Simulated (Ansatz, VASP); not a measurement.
TePb in VASP and in Ansatz

```
Pb Te
1.0
     0.00000    3.28363    3.28363
     3.28363    0.00000    3.28363
     3.28363    3.28363    0.00000
Pb Te
1 1
Direct
  0.00000 0.00000 0.00000
  0.50000 0.50000 0.50000
```

Alike in both runs: functional PBE; k mesh 11 × 11 × 11; occupations fermi-dirac, width 0.05 eV; no spin polarisation.

Ansatz relaxed the structure, and its values are those at the end. VASP's run is a single point on that final structure, the one shown.

```csv
,VASP,Ansatz
version,VASP 6.6.1,Ansatz 0.2.0
potentials or method,"VASP PAW PBE potentials, release 64 (Pb_d, Te)","PAW with Ansatz's default frozen-core files, scalar-relativistic"
plane-wave cutoff (eV),520,420
valence electrons in the cell,20,30
```

|  | VASP | Ansatz | Ansatz less VASP |
| --- | --- | --- | --- |
| pressure (GPa) | 0.0 | 0.0 | +0.06 |

The functional is the same, so the differences come from potentials, cutoffs and numerics. VASP's potentials hold 20 valence electrons a cell and Ansatz's 30, so a difference there can come from the potentials and not from the codes.

Spin-orbit coupling is off throughout.
